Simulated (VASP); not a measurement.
# Re (P6_3/mmc) in VASP: further runs

The runs below take Re through single point, with r2SCAN.

All numbers are computed with VASP 6.6.1; they aren't measurements. Logs are shortened: lines on timing, memory, paths and dates and some standing lists are left out, and cuts for length are marked.

## 1. The cell of the first run

The structure is hexagonal, space group P6_3/mmc (No. 194). Conventional cell: a = 2.755 Å, b = 2.755 Å, c = 4.452 Å, α = 90.00°, β = 90.00°, γ = 120.00°. Re (site symmetry -6m2) has 12 Re at 2.74 to 2.75 Å within 3.6 Å.

## 2. Single point, r2SCAN

File POSCAR:

```
Re
1.0
    2.7546052988      0.0000000000      0.0000000000
   -1.3773026494      2.3855581662      0.0000000000
    0.0000000000      0.0000000000      4.4518913002
Re
2
Direct
    0.3333333333      0.6666666667      0.2500000000
    0.6666666667      0.3333333333      0.7500000000
```

File INCAR.step1:

```
SYSTEM = Re
ALGO = Normal
EDIFF = 1E-4
ENCUT = 520
GGA = PE
ISMEAR = -1
LASPH = .True.
LCHARG = .False.
LREAL = .False.
LWAVE = .True.
NBANDS = 14
NELM = 100
PREC = Accurate
SIGMA = 0.1
```

File INCAR.step2:

```
SYSTEM = Re
ALGO = Normal
EDIFF = 1E-6
ENCUT = 520
ISIF = 2
ISMEAR = -1
ISTART = 1
LASPH = .True.
LCHARG = .True.
LELF = .True.
LMIXTAU = .True.
LREAL = .False.
LVHAR = .True.
LWAVE = .False.
METAGGA = R2SCAN
NBANDS = 14
NELM = 100
PREC = Accurate
SIGMA = 0.1
```

File KPOINTS:

```
k-points
0
Gamma
  20 20 12
  0 0 0
```

Potentials or basis: VASP PAW PBE potentials, release 64 (Re).

Started as:

```bash
> cat potpaw_PBE.64/Re/POTCAR > POTCAR
> cp INCAR.step1 INCAR
> mpirun -np 1 vasp_std > vasp.out
> cp INCAR.step2 INCAR
> mpirun -np 1 vasp_std > vasp.out
```

OUTCAR:

```text
SYSTEM = Re
   EDIFF = 1E-6
   ENCUT = 520
   ISIF = 2
   ISMEAR = -1
   ISTART = 1
   LASPH = .True.
   LREAL = .False.
   METAGGA = R2SCAN
   NELM = 100
   PREC = Accurate

 ion  position               nearest neighbor table
   1  0.333  0.667  0.250-   2 2.74   2 2.74   2 2.74   2 2.74   2 2.74   2 2.74
   2  0.667  0.333  0.750-   1 2.74   1 2.74   1 2.74   1 2.74   1 2.74   1 2.74

  LATTYP: Found a hexagonal cell.
 ALAT       =     2.7546052988
 C/A-ratio  =     1.6161630496

  Lattice vectors:

 A1 = (   2.7546052988,   0.0000000000,   0.0000000000)
 A2 = (  -1.3773026494,   2.3855581662,   0.0000000000)
 A3 = (   0.0000000000,   0.0000000000,   4.4518913002)

Analysis of symmetry for initial positions (statically):
=====================================================================
 Subroutine PRICEL returns:
 Original cell was already a primitive cell.

 Routine SETGRP: Setting up the symmetry group for a
 hexagonal supercell.

 Subroutine GETGRP returns: Found 24 space group operations
 (whereof 12 operations were pure point group operations)
 out of a pool of 24 trial point group operations.

The static configuration has the point symmetry D_3d.
 The point group associated with its full space group is D_6h.

Analysis of symmetry for dynamics (positions and initial velocities):
=====================================================================
 Subroutine PRICEL returns:
 Original cell was already a primitive cell.

 Routine SETGRP: Setting up the symmetry group for a
 hexagonal supercell.

 Subroutine GETGRP returns: Found 24 space group operations
 (whereof 12 operations were pure point group operations)
 out of a pool of 24 trial point group operations.

The dynamic configuration has the point symmetry D_3d.
 The point group associated with its full space group is D_6h.

 Subroutine INISYM returns: Found 24 space group operations
 (whereof 12 operations are pure point group operations),
 and found     1 'primitive' translations

----------------------------------------------------------------------------------------

                                     Primitive cell

  volume of cell :      29.2546

  direct lattice vectors                    reciprocal lattice vectors
     2.754605299  0.000000000  0.000000000     0.363028417  0.209594554  0.000000000
    -1.377302649  2.385558166  0.000000000     0.000000000  0.419189108  0.000000000
     0.000000000  0.000000000  4.451891300     0.000000000  0.000000000  0.224623634

  length of vectors
     2.754605299  2.754605299  4.451891300     0.419189108  0.419189108  0.224623634

  position of ions in fractional coordinates (direct lattice)
     0.333333333  0.666666667  0.250000000
     0.666666667  0.333333333  0.750000000

  ion indices of the primitive-cell ions
   primitive index   ion index
                 1           1
                 2           2

----------------------------------------------------------------------------------------

 KPOINTS: k-points

Automatic generation of k-mesh.
 Grid dimensions read from file:
 generate k-points for:   20   20   12

 Generating k-lattice:

  Cartesian coordinates                     Fractional coordinates (reciprocal lattice)
     0.018151421  0.010479728  0.000000000     0.050000000  0.000000000  0.000000000
     0.000000000  0.020959455  0.000000000     0.000000000  0.050000000  0.000000000
     0.000000000  0.000000000  0.018718636     0.000000000  0.000000000  0.083333333

  Length of vectors
     0.020959455  0.020959455  0.018718636

  Shift w.r.t. Gamma in fractional coordinates (k-lattice)
     0.000000000  0.000000000  0.000000000

 Subroutine IBZKPT returns following result:
 ===========================================

 Found    308 irreducible k-points:

 Following reciprocal coordinates:
            Coordinates               Weight
  0.000000  0.000000  0.000000      1.000000
  0.050000  0.000000  0.000000      6.000000
  0.100000 -0.000000  0.000000      6.000000
  0.150000 -0.000000  0.000000      6.000000
  0.200000 -0.000000  0.000000      6.000000
  0.250000 -0.000000  0.000000      6.000000
[... 16 lines left out ...]
  0.200000  0.100000  0.000000     12.000000
  0.250000  0.100000  0.000000     12.000000
 [... further k-points ...]
   k-points           NKPTS =    308   k-points in BZ     NKDIM =    308   number of bands    NBANDS=     14
   number of dos      NEDOS =    301   number of ions     NIONS =      2
   total plane-waves  NPLWV =  14400
   dimension x,y,z NGX =    20 NGY =   20 NGZ =   36
   dimension x,y,z NGXF=    40 NGYF=   40 NGZF=   72
   ions per type =               2
   NGX,Y,Z   is equivalent  to a cutoff of  12.07, 12.07, 13.44 a.u.
   NGXF,Y,Z  is equivalent  to a cutoff of  24.14, 24.14, 26.89 a.u.
 SYSTEM =  Re
   PREC   = accura    normal or accurate (medium, high low for compatibility)
   ISTART =      1    job   : 0-new  1-cont  2-samecut
   ICHARG =      0    charge: 1-file 2-atom 10-const
   ISPIN  =      1    spin polarized calculation?
   LNONCOLLINEAR =      F non collinear calculations
   LSORBIT =      F    spin-orbit coupling
   LASPH  =      T    aspherical Exc in radial PAW
   ENCUT  =  520.0 eV  38.22 Ry    6.18 a.u.   5.12  5.12  8.28*2*pi/ulx,y,z
   NELM   =    100;   NELMIN=  2; NELMDL=  0     # of ELM steps
   EDIFF  = 0.1E-05   stopping-criterion for ELM
   LREAL  =      F    real-space projection
   EDIFFG = 0.1E-04   stopping-criterion for IOM
   NSW    =      0    number of steps for IOM
   IBRION =     -1    ionic relax: 0-MD 1-quasi-New 2-CG
   NFREE  =      0    steps in history (QN), initial steepest desc. (CG)
   ISIF   =      2    stress and relaxation
   ISYM   =      2    0-nonsym 1-usesym 2-fastsym
   POTIM  = 0.5000    time-step for ionic-motion
   TEBEG  =    0.0;   TEEND  =   0.0 temperature during run
   PSTRESS=    0.0 pullay stress
   NELECT =      14.0000    total number of electrons
   NUPDOWN=      -1.0000    fix difference up-down
   EMIN   =  10.00;   EMAX   =-10.00  energy-range for DOS
   EFERMI =   0.00;   METHOD = LEGACY
   ISMEAR =    -1;   SIGMA  =   0.10  broadening in eV -4-tet -1-fermi 0-gaus
   EFERMI_NEDOS =   21; number of points for ismear=-14 and -15
   IALGO  =     38    algorithm
   IMIX   =      4    mixing-type and parameters
     AMIX     =   0.40;   BMIX     =  1.00
     AMIX_MAG =   1.60;   BMIX_MAG =  1.00
  volume/ion in A,a.u.               =      14.63        98.71
  Fermi-wavevector in a.u.,A,eV,Ry     =   1.280519  2.419831 22.309884  1.639730
  Thomas-Fermi vector in A             =   2.412943
   LORBIT       =      0    0 simple, 1 ext, 2 COOP (PROOUT), +10 PAW based schemes
   METAGGA = R2SCAN    functional components
   LHFCALC =     F    Hartree Fock is set to
   AEXX    =    0.0000 exact exchange contribution
   IVDW    =     0    specifies the selected vdW correction
   LEPSILON=     F    determine dielectric tensor
   LRPA    =     F    only Hartree local field effects (RPA)
 non-spin polarized calculation
  energy-cutoff  :      520.00
  volume of cell :       29.25
 maximum number of plane-waves:       808
   NGX = 11   NGY = 11   NGZ = 17

 number of electron      14.0000001 magnetization

 Free energy of the ion-electron system (eV)
  ---------------------------------------------------
  ext. energy  EPLUGINS =         0.00000000
  ---------------------------------------------------
  free energy    TOTEN  =      -104.92518678 eV

  energy without entropy =     -104.87406807  energy(sigma->0) =     -104.89962743

 E-fermi :   7.7580     XC(G=0): -15.0259

 val. band max:        7.7490603206   @ k =   0.0500   0.0000   0.0000
 cond. band min:       7.7677866819   @ k =   0.2000  -0.0000   0.0833
 fundamental gap:      0.0187263612
 Fermi energy:         7.7579813610

 k-point     1 :       0.0000    0.0000    0.0000
  band No.  band energies     occupation
      1      -2.6278      2.00000
      2       0.7817      2.00000
      3       6.0927      2.00000
      4       6.1206      2.00000
      5       6.1206      2.00000
      6       6.9905      1.99907
      7       6.9905      1.99907
      8       7.9855      0.18633
      9       7.9855      0.18633
     10       8.3111      0.00789
     11      11.3075      0.00000
     12      11.3075      0.00000
     13      18.3867      0.00000
     14      22.5920      0.00000

 k-point     2 :       0.0500    0.0000    0.0000
  band No.  band energies     occupation
      1      -2.5192      2.00000
      2       0.8837      2.00000
      3       5.7610      2.00000
      4       6.2192      2.00000
      5       6.4139      2.00000
      6       6.9107      1.99958
      7       7.0837      1.99764
      8       7.7491      1.04458
      9       7.9008      0.38661
     10       8.0522      0.10019
     11      11.3645      0.00000
     12      11.8069      0.00000
     13      18.3830      0.00000
     14      22.8343      0.00000

 k-point     3 :       0.1000   -0.0000    0.0000
  band No.  band energies     occupation
      1      -2.2010      2.00000
      2       1.1745      2.00000
      3       5.3588      2.00000
      4       6.5124      1.99999
      5       6.6165      1.99998
      6       6.8138      1.99984
      7       6.9025      1.99961
      8       7.3599      1.96334
      9       7.6732      1.40037
     10       7.8517      0.56313
     11      11.5114      0.00000
     12      12.8751      0.00000
     13      18.3510      0.00000
     14      23.5142      0.00000
[... 324 lines left out ...]
 k-point    23 :       0.2000    0.1000    0.0000
  band No.  band energies     occupation
      1      -0.0397      2.00000
      2       2.5845      2.00000
      3       4.0949      2.00000
      4       4.1627      2.00000
      5       5.9097      2.00000
      6       6.1251      2.00000
      7       7.3724      1.95856
      8       8.0786      0.07787
      9       8.8772      0.00003
     10       9.7554      0.00000
     11      11.9031      0.00000
     12      17.2557      0.00000
     13      17.8103      0.00000
     14      23.4966      0.00000

 k-point    24 :       0.2500    0.1000    0.0000
  band No.  band energies     occupation
      1       0.6802      2.00000
      2       2.5175      2.00000
      3       3.4596      2.00000
      4       4.3287      2.00000
      5       5.8893      2.00000
      6       6.0316      2.00000
      7       7.0629      1.99809
      8       8.7334      0.00012
      9       9.7773      0.00000
     10      10.7037      0.00000
     11      11.9827      0.00000
     12      17.6694      0.00000
     13      18.4862      0.00000
     14      21.6663      0.00000

 [... further k-points ...]
[... 5 lines left out ...]
  --------------------------------------------------------------------------------------
  -------------------------------------------------------------------------------------
  Total        0.3899757      0.3899757      0.3698767     -0.0000000      0.0000000     -0.0000000
  in kB       21.3576848     21.3576848     20.2569298     -0.0000000      0.0000000     -0.0000000
  external PRESSURE =      20.9907665 kB  Pullay stress =       0.0000000 kB

 VOLUME and BASIS-vectors are now :
 -----------------------------------------------------------------------------
  energy-cutoff  :      520.00
  volume of cell :       29.25
      direct lattice vectors                 reciprocal lattice vectors
     2.754605299  0.000000000  0.000000000     0.363028417  0.209594554  0.000000000
    -1.377302649  2.385558166  0.000000000     0.000000000  0.419189108  0.000000000
     0.000000000  0.000000000  4.451891300     0.000000000  0.000000000  0.224623634

 POSITION                                       TOTAL-FORCE (eV/Angst)
 -----------------------------------------------------------------------------------
     -0.00000      1.59037      1.11297         0.000000      0.000000      0.000000
      1.37730      0.79519      3.33892        -0.000000      0.000000      0.000000
 -----------------------------------------------------------------------------------
    total drift:                               -0.000000      0.000000     -0.000000

  FREE ENERGIE OF THE ION-ELECTRON SYSTEM (eV)
  ---------------------------------------------------
  free  energy   TOTEN  =      -104.9251867849 eV

  energy  without entropy=     -104.8740680679  energy(sigma->0) =     -104.89962743
```

Run time: 13 min. Hardware: 1 thread of Oxide Virtual Turin-like, shared host; peak memory 0.2 GiB.

Results:

```
Free energy            : -104.9252 eV
Pressure               : 2.1 GPa
Band gap on the k mesh : zero (bands 7 and 8 overlap by 3.40 eV)
```

Stress tensor (GPa, compression positive):
```
2.14 0.00 0.00
0.00 2.14 0.00
0.00 0.00 2.03
```

Levels at points of the mesh, in eV from the Fermi level:
| k point | band 5 | band 6 | band 7 | band 8 | band 9 | band 10 |
| --- | --- | --- | --- | --- | --- | --- |
| (0.00, 0.00, 0.00) | -1.64 | -0.77 | -0.77 | 0.23 | 0.23 | 0.55 |
| (0.50, 0.00, 0.00) | -1.87 | -1.46 | -0.64 | 4.16 | 4.58 | 4.71 |
| (0.00, 0.00, 0.50) | -1.77 | -1.77 | -1.77 | -1.77 | 2.69 | 2.69 |
| (0.50, 0.00, 0.50) | 0.44 | 0.44 | 0.92 | 0.92 | 4.48 | 4.48 |

Caveat: the PAW data sets were made with another functional, which shifts forces and pressure a little; spin-orbit coupling is left out, which moves the levels of the heavy elements.

## 3. Single point, r2SCAN

This run uses another cell than the first one, of 14.66 Å³/atom.

File POSCAR:

```
Re
1.0
    2.7569603517      0.0000000000      0.0000000000
   -1.3784801758      2.3875977018      0.0000000000
    0.0000000000      0.0000000000      4.4556964020
Re
2
Direct
    0.3333333333      0.6666666667      0.2500000000
    0.6666666667      0.3333333333      0.7500000000
```

File INCAR.step1:

```
SYSTEM = Re
  PREC = Accurate
  ENCUT = 520
  ISMEAR = -1
  SIGMA = 0.1
  LREAL = .False.
  LASPH = .True.
  NELM = 80
  NBANDS = 14
  GGA = PE
  ALGO = Normal
  EDIFF = 1E-4
  LWAVE = .True.
  LCHARG = .False.
```

File INCAR.step2:

```
SYSTEM = Re
  PREC = Accurate
  ENCUT = 520
  EDIFF = 1E-6
  ISMEAR = -1
  SIGMA = 0.1
  LREAL = .False.
  LASPH = .True.
  NELM = 80
  ALGO = Normal
  ISIF = 2
  LWAVE = .False.
  LCHARG = .False.
  METAGGA = R2SCAN
  LMIXTAU = .True.
  NBANDS = 14
  ISTART = 1
```

File KPOINTS:

```
Automatic mesh
0
Gamma
  20 20 12
  0 0 0
```

Potentials or basis: VASP PAW PBE potentials, release 64 (Re).

Started as:

```bash
> cat potpaw_PBE.64/Re/POTCAR > POTCAR
> cp INCAR.step1 INCAR
> mpirun -np 1 vasp_std > vasp.out
> cp INCAR.step2 INCAR
> mpirun -np 1 vasp_std > vasp.out
```

OUTCAR:

```text
SYSTEM = Re
   PREC = Accurate
   ENCUT = 520
   EDIFF = 1E-6
   ISMEAR = -1
   LREAL = .False.
   LASPH = .True.
   NELM = 80
   ISIF = 2
   METAGGA = R2SCAN
   ISTART = 1

 ion  position               nearest neighbor table
   1  0.333  0.667  0.250-   2 2.74   2 2.74   2 2.74   2 2.74   2 2.74   2 2.74
   2  0.667  0.333  0.750-   1 2.74   1 2.74   1 2.74   1 2.74   1 2.74   1 2.74

  LATTYP: Found a hexagonal cell.
 ALAT       =     2.7569603517
 C/A-ratio  =     1.6161626696

  Lattice vectors:

[... 587 lines left out ...]
      8       8.6988      0.00012
      9       9.7392      0.00000
     10      10.6610      0.00000
     11      11.9350      0.00000
     12      17.6053      0.00000
     13      18.4215      0.00000
     14      21.5960      0.00000

 [... further k-points ...]
[... 5 lines left out ...]
  --------------------------------------------------------------------------------------
  -------------------------------------------------------------------------------------
  Total        0.2025031      0.2025031      0.1817445      0.0000000      0.0000000     -0.0000000
  in kB       11.0620337     11.0620337      9.9280634      0.0000000      0.0000000     -0.0000000
  external PRESSURE =      10.6840436 kB  Pullay stress =       0.0000000 kB

 VOLUME and BASIS-vectors are now :
 -----------------------------------------------------------------------------
  energy-cutoff  :      520.00
  volume of cell :       29.33
      direct lattice vectors                 reciprocal lattice vectors
     2.756960352  0.000000000  0.000000000     0.362718310  0.209415514  0.000000000
    -1.378480176  2.387597702  0.000000000     0.000000000  0.418831028  0.000000000
     0.000000000  0.000000000  4.455696402     0.000000000  0.000000000  0.224431808

 POSITION                                       TOTAL-FORCE (eV/Angst)
 -----------------------------------------------------------------------------------
     -0.00000      1.59173      1.11392         0.000000      0.000000      0.000000
      1.37848      0.79587      3.34177        -0.000000     -0.000000      0.000000
 -----------------------------------------------------------------------------------
    total drift:                                0.000000     -0.000000     -0.000000

  FREE ENERGIE OF THE ION-ELECTRON SYSTEM (eV)
  ---------------------------------------------------
  free  energy   TOTEN  =      -104.9259894120 eV

  energy  without entropy=     -104.8746974164  energy(sigma->0) =     -104.90034341
```

OSZICAR.step1:

```text
N       E                     dE             d eps       ncg     rms          rms(c)
DAV:   1     0.206059086203E+02    0.20606E+02   -0.68337E+03 17220   0.125E+03
DAV:   2    -0.251789298608E+02   -0.45785E+02   -0.40323E+02 14090   0.278E+02
DAV:   3    -0.262456912597E+02   -0.10668E+01   -0.10358E+01 13598   0.442E+01
DAV:   4    -0.262560408566E+02   -0.10350E-01   -0.10340E-01 13176   0.298E+00
DAV:   5    -0.262562436675E+02   -0.20281E-03   -0.20278E-03 13528   0.721E-01    0.430E+01
DAV:   6    -0.252308928430E+02    0.10254E+01   -0.77304E-01 14988   0.247E+01    0.177E+01
DAV:   7    -0.248795272826E+02    0.35137E+00   -0.54552E-01 15088   0.201E+01    0.618E-01
DAV:   8    -0.248673028274E+02    0.12224E-01   -0.79056E-03 14786   0.921E-01    0.189E-01
DAV:   9    -0.248664313112E+02    0.87152E-03   -0.14725E-04 10140   0.256E-01    0.913E-02
DAV:  10    -0.248664696336E+02   -0.38322E-04   -0.24004E-04  8244   0.303E-01
   1 F= -.24866470E+02 E0= -.24839578E+02  d E =-.537841E-01
```

It took 20 min on 1 thread of Oxide Virtual Turin-like, shared host; peak memory 0.22 GiB.

What came out:

```
Free energy            : -104.9260 eV
Pressure               : 1.1 GPa
Band gap on the k mesh : zero (bands 7 and 8 overlap by 3.38 eV)
```

Caveat: the PAW data sets were made with another functional, which shifts forces and pressure a little; spin-orbit coupling is left out, which moves the levels of the heavy elements.

The gap in the log of VASP goes by the Fermi energy; the results here count the filled bands.